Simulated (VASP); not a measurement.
Crystal: Si4BW.

```
CELL_PARAMETERS angstrom
-2.76746 2.76746 2.68109
2.76746 -2.76746 2.68109
2.76746 2.76746 -2.68109
ATOMIC_POSITIONS crystal
Si 0.00000 0.29562 0.29562
Si 0.00000 0.70438 0.70438
Si 0.29562 0.00000 0.29562
Si 0.70438 0.00000 0.70438
B 0.00000 0.00000 0.00000
W 0.50000 0.50000 0.00000
```

* Program: VASP 6.6.1
* Task: relaxation of cell and atoms
* Functional: PBE
* Potentials or basis: VASP PAW PBE potentials, release 64 (Si, B, W_sv)
* Cutoff: 600 eV
* k mesh: 4 × 4 × 4
* Occupations: gaussian, width 0.1 eV
* Spin: no spin polarisation

At the start: pressure 28.7 GPa; volume 13.69 Å³/atom.

Where does the relaxation end?

Over 20 steps the energy falls by 986.5 meV/atom and the volume is 14.99 Å³/atom (+9.5 %); space group I4/mmm (No. 139, to 0.05 Å).

The path:
```
step  energy change (eV)  largest force (eV/Å)  pressure (GPa)  volume (Å³)
   1              0.0000                9.1409           28.74        82.14
   2              7.5365               22.7940           16.99       112.08
   3             -3.5336                4.3811           -0.62        92.02
   4             -3.7089                3.3133            0.67        90.61
   5             -3.7737                2.2145            2.44        89.20
   6             -5.1512                0.1653           -8.73        93.58
   7             -5.4207                0.3828           -9.93        95.47
   8             -5.8479                0.0346            4.77        84.74
   9             -5.8805                0.0185            0.98        86.70
  10             -5.8804                0.0233            0.67        86.87
  11             -5.8879                0.0786            0.56        87.28
  12             -5.8990                0.3080            0.36        88.47
  13             -5.9035                0.2871            0.32        88.78
  14             -5.9125                0.2115            0.25        89.71
  15             -5.9126                0.1713            0.22        90.12
  16             -5.9130                0.1904            0.23        89.93
  17             -5.9162                0.1403            0.06        90.00
  18             -5.9188                0.0415           -0.32        90.16
  19             -5.9188                0.0482           -0.29        90.15
  20             -5.9193                0.0164            0.01        89.97
```

Final structure:
```yaml
crystal:
  lattice:
    - [-3.28941, 3.28941, 2.07873]
    - [3.28941, -3.28941, 2.07873]
    - [3.28941, 3.28941, -2.07873]
  atoms:
    - { symbol: Si, position: [0.00000, 0.30625, 0.30625] }
    - { symbol: Si, position: [0.00000, 0.69375, 0.69375] }
    - { symbol: Si, position: [0.30625, 0.00000, 0.30625] }
    - { symbol: Si, position: [0.69375, 0.00000, 0.69375] }
    - { symbol: B, position: [0.00000, 0.00000, 0.00000] }
    - { symbol: W, position: [0.50000, 0.50000, 0.00000] }
```

Caveat: the k points lie up to 0.45 Å⁻¹ apart in the final cell.
